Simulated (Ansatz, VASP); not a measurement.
Zr: VASP beside Ansatz

The input INCAR:

```
PREC = Accurate
ENCUT = 520
EDIFF = 1E-6
ISMEAR = 0
SIGMA = 0.15
LREAL = False
LASPH = True
NELM = 100
ALGO = Normal
ISIF = 2
LWAVE = False
LCHARG = False
GGA = CA
NBANDS = 12
```

The input KPOINTS:

```
regular mesh
0
Gamma
  20 20 20
```

POSCAR

```
Zr
1.0
    0.0000000000      2.2550000000      2.2550000000
    2.2550000000      0.0000000000      2.2550000000
    2.2550000000      2.2550000000      0.0000000000
Zr
1
Direct
    0.0000000000      0.0000000000      0.0000000000
```

Input for Ansatz:

```yaml
crystal:
  lattice:
    - [0.0, 2.255, 2.255]
    - [2.255, 0.0, 2.255]
    - [2.255, 2.255, 0.0]
  atoms:
    - { symbol: Zr, position: [0.0, 0.0, 0.0] }
basis:
  ecutwfc: 420
kpoints:
  mp_grid: { grid: [20, 20, 20] }
hamiltonian:
  xc: lda
scf:
  occupations: { method: gaussian, width: 0.15 }
output:
  forces: true
  stress: true
  eigenvalues: true
```

Alike in both runs: task single point; functional LDA; k mesh 20 × 20 × 20; occupations gaussian, width 0.15 eV; no spin polarisation.

|  | VASP | Ansatz |
| --- | --- | --- |
| version | VASP 6.6.1 | Ansatz 0.2.0 |
| potentials or method | VASP PAW LDA potentials, release 64 (Zr_sv), cutoff 520 eV | scalar-relativistic, plane waves, PAW |
| valence electrons in the cell | 12 | 12 |

|  | VASP | Ansatz | Ansatz less VASP |
| --- | --- | --- | --- |
| gap on the k mesh at the Fermi level (eV) | none | none | - |
| pressure (GPa) | -5.6 | -5.6 | -0.09 |

LDA's correlation is that of Perdew and Zunger in VASP and of Perdew and Wang (1992) in Ansatz. A gap of «none» marks a metal or a gap that the smearing closes.
